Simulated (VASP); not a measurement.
# SiC (R3m) in VASP: a series of runs, part 2 of 2

VASP 6.6.1.

### Step 5. Single point, r2SCAN (epitaxial 111 strain -3.0%)

Contents of POSCAR:

```
SiC
1.0
    0.0523067572      2.1650175377      2.1650175377
    2.1650175377      0.0523067572      2.1650175377
    2.1650175377      2.1650175377      0.0523067572
Si C
1 1
Direct
    0.0012468765      0.0012468765      0.0012468765
    0.2487531235      0.2487531235      0.2487531235
```

Contents of INCAR.step1:

```
SYSTEM = SiC
  PREC = Accurate
  ENCUT = 520
  ISMEAR = 0
  SIGMA = 0.01
  LREAL = .False.
  LASPH = .True.
  NELM = 60
  NBANDS = 11
  GGA = PE
  ALGO = Normal
  EDIFF = 1E-4
  LWAVE = .True.
  LCHARG = .False.
```

Contents of INCAR.step2:

```
SYSTEM = SiC
  PREC = Accurate
  ENCUT = 520
  EDIFF = 1E-6
  ISMEAR = 0
  SIGMA = 0.01
  LREAL = .False.
  LASPH = .True.
  NELM = 60
  ALGO = Normal
  ISIF = 2
  LWAVE = .False.
  LCHARG = .False.
  METAGGA = R2SCAN
  LMIXTAU = .True.
  NBANDS = 11
  ISTART = 1
```

Contents of KPOINTS:

```
regular mesh
0
Gamma
  10 10 10
  0 0 0
```

Potentials or basis: VASP PAW PBE potentials, release 64 (Si, C).

Run with:

```sh
cat potpaw_PBE.64/Si/POTCAR potpaw_PBE.64/C/POTCAR > POTCAR
cp INCAR.step1 INCAR
mpirun -np 1 vasp_std > vasp.out
cp INCAR.step2 INCAR
mpirun -np 1 vasp_std > vasp.out
```

OUTCAR:

```text
SYSTEM = SiC
   PREC = Accurate
   ENCUT = 520
   EDIFF = 1E-6
   ISMEAR = 0
   LREAL = .False.
   LASPH = .True.
   NELM = 60
   ISIF = 2
   METAGGA = R2SCAN
   ISTART = 1

 ion  position               nearest neighbor table
   1  0.001  0.001  0.001-   2 1.84   2 1.84   2 1.84   2 1.88
   2  0.249  0.249  0.249-   1 1.84   1 1.84   1 1.84   1 1.88

  LATTYP: Found a trigonal (rhomboedric) cell.
 ALAT       =     3.0622439279
 COS(alpha) =     0.5240070367

  Lattice vectors:

 A1 = (   0.0523067572,   2.1650175377,   2.1650175377)
 A2 = (   2.1650175377,   0.0523067572,   2.1650175377)
 A3 = (   2.1650175377,   2.1650175377,   0.0523067572)

Analysis of symmetry for initial positions (statically):
=====================================================================
 Subroutine PRICEL returns:
 Original cell was already a primitive cell.

 Routine SETGRP: Setting up the symmetry group for a
 trigonal (rhombohedral) supercell.

 Subroutine GETGRP returns: Found  6 space group operations
 (whereof  6 operations were pure point group operations)
 out of a pool of 12 trial point group operations.

The static configuration has the point symmetry C_3v.

Analysis of symmetry for dynamics (positions and initial velocities):
=====================================================================
 Subroutine PRICEL returns:
 Original cell was already a primitive cell.

 Routine SETGRP: Setting up the symmetry group for a
 trigonal (rhombohedral) supercell.

 Subroutine GETGRP returns: Found  6 space group operations
 (whereof  6 operations were pure point group operations)
 out of a pool of 12 trial point group operations.

The dynamic configuration has the point symmetry C_3v.

 Subroutine INISYM returns: Found  6 space group operations
 (whereof  6 operations are pure point group operations),
 and found     1 'primitive' translations

----------------------------------------------------------------------------------------

                                     Primitive cell

  volume of cell :      19.5608

  direct lattice vectors                    reciprocal lattice vectors
     0.052306757  2.165017538  2.165017538    -0.239487537  0.233838017  0.233838017
     2.165017538  0.052306757  2.165017538     0.233838017 -0.239487537  0.233838017
     2.165017538  2.165017538  0.052306757     0.233838017  0.233838017 -0.239487537

  length of vectors
     3.062243928  3.062243928  3.062243928     0.408307135  0.408307135  0.408307135

  position of ions in fractional coordinates (direct lattice)
     0.001246876  0.001246876  0.001246876
     0.248753124  0.248753124  0.248753124

  ion indices of the primitive-cell ions
   primitive index   ion index
                 1           1
                 2           2

----------------------------------------------------------------------------------------

 KPOINTS: regular mesh

Automatic generation of k-mesh.
 Grid dimensions read from file:
 generate k-points for:   10   10   10

 Generating k-lattice:

  Cartesian coordinates                     Fractional coordinates (reciprocal lattice)
    -0.023948754  0.023383802  0.023383802     0.100000000  0.000000000  0.000000000
     0.023383802 -0.023948754  0.023383802     0.000000000  0.100000000  0.000000000
     0.023383802  0.023383802 -0.023948754     0.000000000  0.000000000  0.100000000

  Length of vectors
     0.040830714  0.040830714  0.040830714

  Shift w.r.t. Gamma in fractional coordinates (k-lattice)
     0.000000000  0.000000000  0.000000000

 Subroutine IBZKPT returns following result:
 ===========================================

 Found    116 irreducible k-points:

 Following reciprocal coordinates:
            Coordinates               Weight
  0.000000  0.000000  0.000000      1.000000
  0.100000  0.000000  0.000000      6.000000
  0.200000  0.000000  0.000000      6.000000
  0.300000  0.000000  0.000000      6.000000
  0.400000  0.000000  0.000000      6.000000
  0.500000  0.000000  0.000000      3.000000
[... 16 lines left out ...]
  0.300000  0.300000  0.000000      6.000000
  0.400000  0.300000  0.000000     12.000000
 [... further k-points ...]
   k-points           NKPTS =    116   k-points in BZ     NKDIM =    116   number of bands    NBANDS=     11
   number of dos      NEDOS =    301   number of ions     NIONS =      2
   total plane-waves  NPLWV =  13824
   dimension x,y,z NGX =    24 NGY =   24 NGZ =   24
   dimension x,y,z NGXF=    48 NGYF=   48 NGZF=   48
   ions per type =               1   1
   NGX,Y,Z   is equivalent  to a cutoff of  13.03, 13.03, 13.03 a.u.
   NGXF,Y,Z  is equivalent  to a cutoff of  26.06, 26.06, 26.06 a.u.
 SYSTEM =  SiC
   PREC   = accura    normal or accurate (medium, high low for compatibility)
   ISTART =      1    job   : 0-new  1-cont  2-samecut
   ICHARG =      0    charge: 1-file 2-atom 10-const
   ISPIN  =      1    spin polarized calculation?
   LNONCOLLINEAR =      F non collinear calculations
   LSORBIT =      F    spin-orbit coupling
   LASPH  =      T    aspherical Exc in radial PAW
   ENCUT  =  520.0 eV  38.22 Ry    6.18 a.u.   5.69  5.69  5.69*2*pi/ulx,y,z
   NELM   =     60;   NELMIN=  2; NELMDL=  0     # of ELM steps
   EDIFF  = 0.1E-05   stopping-criterion for ELM
   LREAL  =      F    real-space projection
   EDIFFG = 0.1E-04   stopping-criterion for IOM
   NSW    =      0    number of steps for IOM
   IBRION =     -1    ionic relax: 0-MD 1-quasi-New 2-CG
   NFREE  =      0    steps in history (QN), initial steepest desc. (CG)
   ISIF   =      2    stress and relaxation
   ISYM   =      2    0-nonsym 1-usesym 2-fastsym
   POTIM  = 0.5000    time-step for ionic-motion
   TEBEG  =    0.0;   TEEND  =   0.0 temperature during run
   PSTRESS=    0.0 pullay stress
   NELECT =       8.0000    total number of electrons
   NUPDOWN=      -1.0000    fix difference up-down
   EMIN   =  10.00;   EMAX   =-10.00  energy-range for DOS
   EFERMI =   0.00;   METHOD = LEGACY
   ISMEAR =     0;   SIGMA  =   0.01  broadening in eV -4-tet -1-fermi 0-gaus
   EFERMI_NEDOS =   21; number of points for ismear=-14 and -15
   IALGO  =     38    algorithm
   IMIX   =      4    mixing-type and parameters
     AMIX     =   0.40;   BMIX     =  1.00
     AMIX_MAG =   1.60;   BMIX_MAG =  1.00
  volume/ion in A,a.u.               =       9.78        66.00
  Fermi-wavevector in a.u.,A,eV,Ry     =   1.215186  2.296368 20.091406  1.476677
  Thomas-Fermi vector in A             =   2.350581
   LORBIT       =      0    0 simple, 1 ext, 2 COOP (PROOUT), +10 PAW based schemes
   METAGGA = R2SCAN    functional components
   LHFCALC =     F    Hartree Fock is set to
   AEXX    =    0.0000 exact exchange contribution
   IVDW    =     0    specifies the selected vdW correction
   LEPSILON=     F    determine dielectric tensor
   LRPA    =     F    only Hartree local field effects (RPA)
 non-spin polarized calculation
 Gauss-broadening in eV      SIGMA  =   0.01
  energy-cutoff  :      520.00
  volume of cell :       19.56
 maximum number of plane-waves:       540
   NGX = 11   NGY = 11   NGZ = 11

 number of electron       7.9999999 magnetization

 Free energy of the ion-electron system (eV)
  ---------------------------------------------------
  ext. energy  EPLUGINS =         0.00000000
  ---------------------------------------------------
  free energy    TOTEN  =       -19.25057006 eV

  energy without entropy =      -19.25057006  energy(sigma->0) =      -19.25057006

 E-fermi :   8.9070     XC(G=0): -12.1889

 val. band max:        8.7708004703   @ k =   0.0000   0.0000   0.0000
 cond. band min:      10.2757061499   @ k =   0.5000   0.5000   0.0000
 fundamental gap:      1.5049056796
 Fermi energy:         8.9070287660

 k-point     1 :       0.0000    0.0000    0.0000
  band No.  band energies     occupation
      1      -8.0123      2.00000
      2       8.3395      2.00000
      3       8.7708      2.00000
      4       8.7708      2.00000
      5      15.5189      0.00000
      6      17.0003      0.00000
      7      17.1996      0.00000
      8      17.1996      0.00000
      9      24.1915      0.00000
     10      24.1915      0.00000
     11      27.2175      0.00000
[... 309 lines left out ...]
 k-point    24 :       0.4000    0.3000    0.0000
  band No.  band energies     occupation
      1      -4.6154      2.00000
      2       2.7634      2.00000
      3       5.3994      2.00000
      4       5.5757      2.00000
      5      11.8828      0.00000
      6      15.1859      0.00000
      7      21.5833      0.00000
      8      22.1163      0.00000
      9      24.2014      0.00000
     10      28.2823      0.00000
     11      31.9356      0.00000

 [... further k-points ...]
[... 5 lines left out ...]
  --------------------------------------------------------------------------------------
  -------------------------------------------------------------------------------------
  Total        1.6899050      1.6899050      1.6899050     -0.8662767     -0.8662767     -0.8662767
  in kB      138.4160756    138.4160756    138.4160756    -70.9546533    -70.9546533    -70.9546533
  external PRESSURE =     138.4160756 kB  Pullay stress =       0.0000000 kB

 VOLUME and BASIS-vectors are now :
 -----------------------------------------------------------------------------
  energy-cutoff  :      520.00
  volume of cell :       19.56
      direct lattice vectors                 reciprocal lattice vectors
     0.052306757  2.165017538  2.165017538    -0.239487537  0.233838017  0.233838017
     2.165017538  0.052306757  2.165017538     0.233838017 -0.239487537  0.233838017
     2.165017538  2.165017538  0.052306757     0.233838017  0.233838017 -0.239487537

 POSITION                                       TOTAL-FORCE (eV/Angst)
 -----------------------------------------------------------------------------------
      0.00546      0.00546      0.00546        -0.000907     -0.000907     -0.000907
      1.09012      1.09012      1.09012         0.000907      0.000907      0.000907
 -----------------------------------------------------------------------------------
    total drift:                               -0.000008     -0.000008     -0.000008

  FREE ENERGIE OF THE ION-ELECTRON SYSTEM (eV)
  ---------------------------------------------------
  free  energy   TOTEN  =       -19.2505700605 eV

  energy  without entropy=      -19.2505700605  energy(sigma->0) =      -19.25057006
```

Wall time 37 s (1 thread of Intel Xeon Platinum 8488C (Sapphire Rapids), shared host); peak memory 0.14 GiB.

What came out:

```yaml
Free_energy: -19.2506 eV
Pressure: 13.8 GPa
Band_gap_on_the_k_mesh: 1.50 eV (least direct gap 4.85 eV)
```

Stress tensor (GPa, compression positive):
```
13.84 -7.10 -7.10
-7.10 13.84 -7.10
-7.10 -7.10 13.84
```

Caveat: the cell differs from its parent crystal (epitaxial 111 strain -3.0%); the cell stands under pressure; the PAW data sets were made with another functional, which shifts forces and pressure a little. A k mesh can miss the band edges.

### Step 6. Single point, r2SCAN (epitaxial 111 strain -2.0%)

Contents of POSCAR:

```
SiC
1.0
    0.0348378013      2.1693291053      2.1693291053
    2.1693291053      0.0348378013      2.1693291053
    2.1693291053      2.1693291053      0.0348378013
Si C
1 1
Direct
    0.0008006757      0.0008006757      0.0008006757
    0.2491993243      0.2491993243      0.2491993243
```

Contents of INCAR.step1:

```
PREC = Accurate
ENCUT = 520
ISMEAR = 0
SIGMA = 0.01
LREAL = False
LASPH = True
NELM = 60
NBANDS = 11
GGA = PE
ALGO = Normal
EDIFF = 1E-4
LWAVE = True
LCHARG = False
```

Contents of INCAR.step2:

```
PREC = Accurate
ENCUT = 520
EDIFF = 1E-6
ISMEAR = 0
SIGMA = 0.01
LREAL = False
LASPH = True
NELM = 60
ALGO = Normal
ISIF = 2
LWAVE = False
LCHARG = False
METAGGA = R2SCAN
LMIXTAU = True
NBANDS = 11
ISTART = 1
```

Contents of KPOINTS:

```
regular mesh
0
Gamma
  10 10 10
```

Potentials or basis: VASP PAW PBE potentials, release 64 (Si, C).

Run with:

```sh
cat potpaw_PBE.64/Si/POTCAR potpaw_PBE.64/C/POTCAR > POTCAR
cp INCAR.step1 INCAR
mpirun -np 1 vasp_std > vasp.out
cp INCAR.step2 INCAR
mpirun -np 1 vasp_std > vasp.out
```

Wall time 35 s (1 thread of Intel Xeon Platinum 8488C (Sapphire Rapids), shared host); peak memory 0.15 GiB.

The run converged. Its results:

```
Free energy            : -19.2939 eV
Pressure               : 8.8 GPa
Largest force          : 0.004 eV/Å
Band gap on the k mesh : 1.59 eV (least direct gap 4.94 eV)
```

Forces on the atoms (eV/Å):
```
Si  -0.002 -0.002 -0.002
C    0.002  0.002  0.002
```

Stress tensor (GPa, compression positive):
```
 8.79 -4.54 -4.54
-4.54  8.79 -4.54
-4.54 -4.54  8.79
```

Levels at points of the mesh, in eV from the valence-band top:
```
           k point  band 2  band 3  band 4  band 5  band 6  band 7
(0.00, 0.00, 0.00)   -0.27    0.00    0.00    6.92    7.98    8.23
(0.50, 0.00, 0.00)   -9.09   -1.32   -1.20    6.13    7.63    7.88
(0.50, 0.50, 0.00)   -8.26   -3.65   -3.34    1.59    4.90   15.45
(0.50, 0.50, 0.50)   -9.21   -1.03   -1.03    6.64    8.07    8.07
```

Caveat: the cell differs from its parent crystal (epitaxial 111 strain -2.0%); the cell stands under pressure; the PAW data sets were made with another functional, which shifts forces and pressure a little.

### Step 7. The runs side by side

```tsv
level	cell	smearing	gap on the mesh (eV)	pressure (GPa)	largest force (eV/Å)
PBE	a = 3.101 Å, angles 61.5°, 2 atoms, atomic positions A	fermi-dirac 0.02 eV	1.20	-7.3	0.04
PBE	a = 3.108 Å, angles 62.0°, 2 atoms, atomic positions A	fermi-dirac 0.02 eV	1.16	-10.3	0.05
r2SCAN	a = 3.056 Å, angles 57.9°, 2 atoms, atomic positions B	gaussian 0.01 eV	1.40	19.3	-
r2SCAN	a = 3.062 Å, angles 58.4°, 2 atoms, atomic positions A	gaussian 0.01 eV	1.50	13.8	-
r2SCAN	a = 3.068 Å, angles 58.9°, 2 atoms, atomic positions A	gaussian 0.01 eV	1.59	8.8	-
```

Alike in all rows: task single point; potentials or basis VASP PAW PBE potentials, release 64 (Si, C); no spin polarisation; k mesh 10 × 10 × 10; cutoff (eV) 520.

Caveats: the cell stands under pressure (at least some runs); the PAW data sets were made with another functional, which shifts forces and pressure a little (at least some runs); the cell stands under tension (at least some runs).

Absolute energies hang on the potentials; compare differences alone.
